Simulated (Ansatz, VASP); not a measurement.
# FeO in VASP and in Ansatz

```
Fe O
1.0
     0.00000    2.11886    2.11886
     2.11886    0.00000    2.11886
     2.11886    2.11886    0.00000
Fe O
1 1
Direct
  0.00000 0.00000 0.00000
  0.50000 0.50000 0.50000
```

Change from the starting cell: volume scaled by 0.95.

Alike in both runs: task single point; functional PBE; k mesh 15 × 15 × 15; occupations fermi-dirac, width 0.03 eV; collinear spin.

|  | VASP | Ansatz |
| --- | --- | --- |
| version | VASP 6.6.1 | Ansatz 0.2.0 |
| potentials or method | VASP PAW PBE potentials, release 64 (Fe, O), cutoff 520 eV | all-electron LAPW, scalar-relativistic |

|  | VASP | Ansatz | Ansatz less VASP |
| --- | --- | --- | --- |
| pressure (GPa) | 10.6 | 10.2 | -0.39 |
| net moment per atom (μB) | 2.00 | 2.00 | 0.000 |
| size of the moment on the site where the two differ most (μB) | 0.31 | 0.33 | +0.020 |

Site moments also hang on the region over which each program counts them. Ansatz ran all-electron here, and VASP with PAW potentials.
